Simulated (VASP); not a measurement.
# CdS3 (P6_3/m) in VASP: notebook

The runs below take CdS3 through single point, relaxation of cell and atoms, with PBE.

Program: VASP 6.6.1. These are calculated values, not measurements. Logs are shortened: lines on timing, memory, paths and dates and some standing lists are left out, and cuts for length are marked.

### Step 1. The cell of the first run

It takes space group P6_3/m (No. 176, hexagonal). The conventional cell has a = 7.051 Å, b = 7.051 Å, c = 3.929 Å, α = 90.00°, β = 90.00°, γ = 120.00°. Cd (site symmetry -6) has 9 S at 2.72 to 2.80 Å within 3.6 Å. S (site symmetry m) has 3 Cd at 2.72 to 2.80 Å and 8 S at 3.14 to 3.27 Å within 3.6 Å.

The cell was generated, and may not be a known phase.

### Step 2. Single point, PBE

INCAR

```
SYSTEM = CdS3
PREC = Accurate ; ENCUT = 500
EDIFF = 1E-6 ; ISMEAR = 0
SIGMA = 0.1 ; LREAL = .FALSE.
LASPH = .TRUE. ; NELM = 120
ALGO = Normal ; ISIF = 2
LWAVE = .FALSE. ; LCHARG = .FALSE.
GGA = PE ; NBANDS = 40
GGA_COMPAT = .FALSE.
```

KPOINTS

```
Automatic mesh
0
G
  3 3 4
  0 0 0
```

POSCAR

```
CdS3
1.0
    7.0505822900      0.0000000000      0.0000000000
   -3.5252911400      6.1059833700      0.0000000000
    0.0000000000      0.0000000000      3.9292090100
Cd S
2 6
Direct
    0.6666666700      0.3333333300      0.2500000000
    0.3333333300      0.6666666700      0.7500000000
    0.2971000100      0.3829000000      0.2500000000
    0.9142000100      0.2971000100      0.7500000000
    0.6171000000      0.9142000100      0.2500000000
    0.7028999900      0.6171000000      0.7500000000
    0.0857999900      0.7028999900      0.2500000000
    0.3829000000      0.0857999900      0.7500000000
```

Potentials or basis: VASP PAW PBE potentials, release 64 (Cd, S).

The run is started by

```sh
cat potpaw_PBE.64/Cd/POTCAR potpaw_PBE.64/S/POTCAR > POTCAR
mpirun -np 1 vasp_std > vasp.out
```

OUTCAR:

```text
SYSTEM = CdS3
   PREC = Accurate
   ENCUT = 500
   EDIFF = 1E-6
   ISMEAR = 0
   LREAL = .FALSE.
   LASPH = .TRUE.
   NELM = 120
   ISIF = 2
   GGA = PE

 ion  position               nearest neighbor table
   1  0.667  0.333  0.250-   4 2.72   4 2.72   8 2.72   8 2.72   6 2.72   6 2.72   5 2.80   7 2.80
                             3 2.80
   2  0.333  0.667  0.750-   7 2.72   7 2.72   5 2.72   5 2.72   3 2.72   3 2.72   8 2.80   4 2.80
                             6 2.80
   3  0.297  0.383  0.250-   2 2.72   2 2.72   1 2.80
   4  0.914  0.297  0.750-   1 2.72   1 2.72   2 2.80
   5  0.617  0.914  0.250-   2 2.72   2 2.72   1 2.80
   6  0.703  0.617  0.750-   1 2.72   1 2.72   2 2.80
   7  0.086  0.703  0.250-   2 2.72   2 2.72   1 2.80
   8  0.383  0.086  0.750-   1 2.72   1 2.72   2 2.80

  LATTYP: Found a hexagonal cell.
 ALAT       =     7.0505822900
 C/A-ratio  =     0.5572885825

  Lattice vectors:

 A1 = (   7.0505822900,   0.0000000000,   0.0000000000)
 A2 = (  -3.5252911400,   6.1059833700,   0.0000000000)
 A3 = (   0.0000000000,   0.0000000000,   3.9292090100)

Analysis of symmetry for initial positions (statically):
=====================================================================
 Subroutine PRICEL returns:
 Original cell was already a primitive cell.

 Routine SETGRP: Setting up the symmetry group for a
 hexagonal supercell.

 Subroutine GETGRP returns: Found 12 space group operations
 (whereof  6 operations were pure point group operations)
 out of a pool of 24 trial point group operations.

The static configuration has the point symmetry S_6 .
 The point group associated with its full space group is C_6h.

Analysis of symmetry for dynamics (positions and initial velocities):
=====================================================================
 Subroutine PRICEL returns:
 Original cell was already a primitive cell.

 Routine SETGRP: Setting up the symmetry group for a
 hexagonal supercell.

 Subroutine GETGRP returns: Found 12 space group operations
 (whereof  6 operations were pure point group operations)
 out of a pool of 24 trial point group operations.

The dynamic configuration has the point symmetry S_6 .
 The point group associated with its full space group is C_6h.

 Subroutine INISYM returns: Found 12 space group operations
 (whereof  6 operations are pure point group operations),
 and found     1 'primitive' translations

----------------------------------------------------------------------------------------

                                     Primitive cell

  volume of cell :     169.1553

  direct lattice vectors                    reciprocal lattice vectors
     7.050582290  0.000000000  0.000000000     0.141832257  0.081886892  0.000000000
    -3.525291140  6.105983370  0.000000000     0.000000000  0.163773784  0.000000000
     0.000000000  0.000000000  3.929209010     0.000000000  0.000000000  0.254504150

  length of vectors
     7.050582290  7.050582284  3.929209010     0.163773784  0.163773784  0.254504150

  position of ions in fractional coordinates (direct lattice)
     0.666666670  0.333333330  0.250000000
     0.333333330  0.666666670  0.750000000
     0.297100010  0.382900000  0.250000000
     0.914200010  0.297100010  0.750000000
     0.617100000  0.914200010  0.250000000
     0.702899990  0.617100000  0.750000000
     0.085799990  0.702899990  0.250000000
     0.382900000  0.085799990  0.750000000

  ion indices of the primitive-cell ions
   primitive index   ion index
                 1           1
                 2           2
                 3           3
                 4           4
                 5           5
                 6           6
                 7           7
                 8           8

----------------------------------------------------------------------------------------

 KPOINTS: Automatic mesh

Automatic generation of k-mesh.
 Grid dimensions read from file:
 generate k-points for:    3    3    4

 Generating k-lattice:

  Cartesian coordinates                     Fractional coordinates (reciprocal lattice)
     0.047277419  0.027295631  0.000000000     0.333333333  0.000000000  0.000000000
     0.000000000  0.054591261  0.000000000     0.000000000  0.333333333  0.000000000
     0.000000000  0.000000000  0.063626038     0.000000000  0.000000000  0.250000000

  Length of vectors
     0.054591261  0.054591261  0.063626038

  Shift w.r.t. Gamma in fractional coordinates (k-lattice)
     0.000000000  0.000000000  0.000000000

 Subroutine IBZKPT returns following result:
 ===========================================

 Found      9 irreducible k-points:

 Following reciprocal coordinates:
            Coordinates               Weight
  0.000000  0.000000  0.000000      1.000000
  0.333333  0.000000  0.000000      6.000000
  0.333333  0.333333  0.000000      2.000000
  0.000000  0.000000  0.250000      2.000000
  0.333333  0.000000  0.250000     12.000000
  0.333333  0.333333  0.250000      4.000000
  0.000000  0.000000  0.500000      1.000000
  0.333333  0.000000  0.500000      6.000000
  0.333333  0.333333  0.500000      2.000000
   k-points           NKPTS =      9   k-points in BZ     NKDIM =      9   number of bands    NBANDS=     40
   number of dos      NEDOS =    301   number of ions     NIONS =      8
   total plane-waves  NPLWV =  87480
   dimension x,y,z NGX =    54 NGY =   54 NGZ =   30
   dimension x,y,z NGXF=   108 NGYF=  108 NGZF=   60
   ions per type =               2   6
   NGX,Y,Z   is equivalent  to a cutoff of  12.73, 12.73, 12.69 a.u.
   NGXF,Y,Z  is equivalent  to a cutoff of  25.47, 25.47, 25.39 a.u.
 SYSTEM =  CdS3
   PREC   = accura    normal or accurate (medium, high low for compatibility)
   ISTART =      0    job   : 0-new  1-cont  2-samecut
   ICHARG =      2    charge: 1-file 2-atom 10-const
   ISPIN  =      1    spin polarized calculation?
   LNONCOLLINEAR =      F non collinear calculations
   LSORBIT =      F    spin-orbit coupling
   LASPH  =      T    aspherical Exc in radial PAW
   ENCUT  =  500.0 eV  36.75 Ry    6.06 a.u.  12.85 12.85  7.16*2*pi/ulx,y,z
   NELM   =    120;   NELMIN=  2; NELMDL= -5     # of ELM steps
   EDIFF  = 0.1E-05   stopping-criterion for ELM
   LREAL  =      F    real-space projection
   EDIFFG = 0.1E-04   stopping-criterion for IOM
   NSW    =      0    number of steps for IOM
   IBRION =     -1    ionic relax: 0-MD 1-quasi-New 2-CG
   NFREE  =      0    steps in history (QN), initial steepest desc. (CG)
   ISIF   =      2    stress and relaxation
   ISYM   =      2    0-nonsym 1-usesym 2-fastsym
   POTIM  = 0.5000    time-step for ionic-motion
   TEBEG  =    0.0;   TEEND  =   0.0 temperature during run
   PSTRESS=    0.0 pullay stress
   NELECT =      60.0000    total number of electrons
   NUPDOWN=      -1.0000    fix difference up-down
   EMIN   =  10.00;   EMAX   =-10.00  energy-range for DOS
   EFERMI =   0.00;   METHOD = LEGACY
   ISMEAR =     0;   SIGMA  =   0.10  broadening in eV -4-tet -1-fermi 0-gaus
   EFERMI_NEDOS =   21; number of points for ismear=-14 and -15
   IALGO  =     38    algorithm
   IMIX   =      4    mixing-type and parameters
     AMIX     =   0.40;   BMIX     =  1.00
     AMIX_MAG =   1.60;   BMIX_MAG =  1.00
  volume/ion in A,a.u.               =      21.14       142.69
  Fermi-wavevector in a.u.,A,eV,Ry     =   1.158857  2.189923 18.271951  1.342951
  Thomas-Fermi vector in A             =   2.295456
   LORBIT       =      0    0 simple, 1 ext, 2 COOP (PROOUT), +10 PAW based schemes
   GGA     = PE    functional components
   LHFCALC =     F    Hartree Fock is set to
   AEXX    =    0.0000 exact exchange contribution
   IVDW    =     0    specifies the selected vdW correction
   LEPSILON=     F    determine dielectric tensor
   LRPA    =     F    only Hartree local field effects (RPA)
 non-spin polarized calculation
 Gauss-broadening in eV      SIGMA  =   0.10
  energy-cutoff  :      500.00
  volume of cell :      169.16
 maximum number of plane-waves:      4320
 NGX is ok and might be reduce to    54
   NGX = 25   NGY = 25   NGZ = 15

 number of electron      60.0000005 magnetization

 Free energy of the ion-electron system (eV)
  ---------------------------------------------------
  ext. energy  EPLUGINS =         0.00000000
  ---------------------------------------------------
  free energy    TOTEN  =       -20.53087686 eV

  energy without entropy =      -20.48078221  energy(sigma->0) =      -20.50582954

 E-fermi :   3.2544     XC(G=0):  -9.8780

 val. band max:        3.2014386820   @ k =   0.3333   0.0000   0.2500
 cond. band min:       3.2778175424   @ k =   0.3333   0.3333   0.2500
 fundamental gap:      0.0763788604
 Fermi energy:         3.2544032742

 k-point     1 :       0.0000    0.0000    0.0000
  band No.  band energies     occupation
      1     -10.7262      2.00000
      2      -8.8504      2.00000
      3      -8.8504      2.00000
      4      -8.7605      2.00000
      5      -8.7605      2.00000
      6      -8.2592      2.00000
[... 32 lines left out ...]
     39       9.8876      0.00000
     40      10.5126      0.00000

 k-point     2 :       0.3333    0.0000    0.0000
  band No.  band energies     occupation
      1     -10.4612      2.00000
      2      -9.6300      2.00000
      3      -9.1866      2.00000
      4      -8.6365      2.00000
      5      -8.2535      2.00000
      6      -8.0009      2.00000
[... 32 lines left out ...]
     39       9.8132      0.00000
     40      10.1407      0.00000

 k-point     3 :       0.3333    0.3333    0.0000
  band No.  band energies     occupation
      1     -10.0448      2.00000
      2     -10.0448      2.00000
      3      -9.5240      2.00000
      4      -8.2426      2.00000
      5      -8.2426      2.00000
      6      -8.0556      2.00000
[... 32 lines left out ...]
     39       9.6983      0.00000
     40       9.8759      0.00000

 k-point     4 :       0.0000    0.0000    0.2500
  band No.  band energies     occupation
      1     -10.3282      2.00000
      2      -8.7737      2.00000
      3      -8.7737      2.00000
      4      -8.7006      2.00000
      5      -8.7006      2.00000
      6      -8.4701      2.00000
[... 32 lines left out ...]
     39      10.1926      0.00000
     40      10.6367      0.00000

 k-point     5 :       0.3333    0.0000    0.2500
  band No.  band energies     occupation
      1     -10.0933      2.00000
      2      -9.3872      2.00000
      3      -9.0268      2.00000
      4      -8.6352      2.00000
      5      -8.3684      2.00000
      6      -8.2506      2.00000
[... 32 lines left out ...]
     39      10.5036      0.00000
     40      10.7423      0.00000

 k-point     6 :       0.3333    0.3333    0.2500
  band No.  band energies     occupation
      1      -9.7339      2.00000
      2      -9.7339      2.00000
      3      -9.2937      2.00000
      4      -8.3834      2.00000
      5      -8.3834      2.00000
      6      -8.2387      2.00000
[... 32 lines left out ...]
     39      10.2065      0.00000
     40      10.4072      0.00000

 k-point     7 :       0.0000    0.0000    0.5000
  band No.  band energies     occupation
      1      -9.3381      2.00000
      2      -9.3381      2.00000
      3      -8.6684      2.00000
      4      -8.6684      2.00000
      5      -8.6684      2.00000
      6      -8.6684      2.00000
[... 32 lines left out ...]
     39      10.4250      0.00000
     40      10.4907      0.00000

 k-point     8 :       0.3333    0.0000    0.5000
  band No.  band energies     occupation
      1      -9.2487      2.00000
      2      -9.2487      2.00000
      3      -8.7494      2.00000
      4      -8.7494      2.00000
      5      -8.6893      2.00000
      6      -8.6893      2.00000
[... 32 lines left out ...]
     39      10.7745      0.00000
     40      10.7745      0.00000

 k-point     9 :       0.3333    0.3333    0.5000
  band No.  band energies     occupation
      1      -9.1928      2.00000
      2      -9.1928      2.00000
      3      -8.7550      2.00000
      4      -8.7550      2.00000
      5      -8.7469      2.00000
      6      -8.7469      2.00000
[... 32 lines left out ...]
     39      11.0469      0.00000
     40      11.0469      0.00000

------------------------ aborting loop because EDIFF is reached ----------------------------------------

  FORCE on cell =-STRESS in cart. coord.  units (eV):
  Direction    XX          YY          ZZ          XY          YZ          ZX
  --------------------------------------------------------------------------------------
  -------------------------------------------------------------------------------------
  Total        0.4286645      0.4286645     -0.0354710      0.0000002      0.0000000      0.0000000
  in kB        4.0601523      4.0601523     -0.3359684      0.0000020      0.0000000      0.0000000
  external PRESSURE =       2.5947788 kB  Pullay stress =       0.0000000 kB

 VOLUME and BASIS-vectors are now :
 -----------------------------------------------------------------------------
  energy-cutoff  :      500.00
  volume of cell :      169.16
      direct lattice vectors                 reciprocal lattice vectors
     7.050582290  0.000000000  0.000000000     0.141832257  0.081886892  0.000000000
    -3.525291140  6.105983370  0.000000000     0.000000000  0.163773784  0.000000000
     0.000000000  0.000000000  3.929209010     0.000000000  0.000000000  0.254504150

 POSITION                                       TOTAL-FORCE (eV/Angst)
 -----------------------------------------------------------------------------------
      3.52529      2.03533      0.98230         0.000000      0.000000      0.000000
     -0.00000      4.07066      2.94691         0.000000      0.000000     -0.000000
      0.74489      2.33798      0.98230         0.026908     -0.888302      0.000000
      5.39828      1.81409      2.94691         0.782746     -0.420848     -0.000000
      1.12809      5.58209      0.98230         0.755838      0.467454      0.000000
      2.78040      3.76800      2.94691        -0.026908      0.888302      0.000000
     -1.87299      4.29190      0.98230        -0.782746      0.420848     -0.000000
      2.39720      0.52389      2.94691        -0.755838     -0.467454      0.000000
 -----------------------------------------------------------------------------------
    total drift:                                0.000006     -0.000008      0.000000

  FREE ENERGIE OF THE ION-ELECTRON SYSTEM (eV)
  ---------------------------------------------------
  free  energy   TOTEN  =       -20.5308768623 eV

  energy  without entropy=      -20.4807822081  energy(sigma->0) =      -20.50582954
```

It took 58 s on 1 thread of Intel Xeon Platinum 8259CL at 2.50GHz (Skylake/Cascade Lake), shared host; peak memory 0.29 GiB.

What came out:

- Free energy: -20.5309 eV
- Pressure: 0.3 GPa
- Largest force: 0.889 eV/Å
- Band gap on the k mesh: zero (bands 30 and 31 overlap by 0.26 eV)

Forces in eV/Å, atoms in the order of the input:
```
Cd   0.000  0.000  0.000
Cd   0.000  0.000  0.000
S    0.027 -0.888  0.000
S    0.783 -0.421  0.000
S    0.756  0.467  0.000
S   -0.027  0.888  0.000
S   -0.783  0.421  0.000
S   -0.756 -0.467  0.000
```

Stress tensor (GPa, compression positive):
```
 0.41  0.00  0.00
 0.00  0.41  0.00
 0.00  0.00 -0.03
```

Levels at points of the mesh, in eV from the Fermi level:
```
           k point  band 26  band 27  band 28  band 29  band 30  band 31  band 32  band 33  band 34  band 35
(0.00, 0.00, 0.00)    -0.83    -0.83    -0.78    -0.78    -0.27    -0.24     0.03     0.03     0.28     2.97
(0.00, 0.00, 0.50)    -1.14    -0.57    -0.57    -0.57    -0.57     0.47     0.47     0.47     0.47     4.35
```

Caveat: the k points lie up to 0.40 Å⁻¹ apart; semilocal functionals underestimate gaps, and a narrow one can read as zero.

(Continued in part 2 of 2.)

The gap in the log of VASP goes by the Fermi energy; the results here count the filled bands.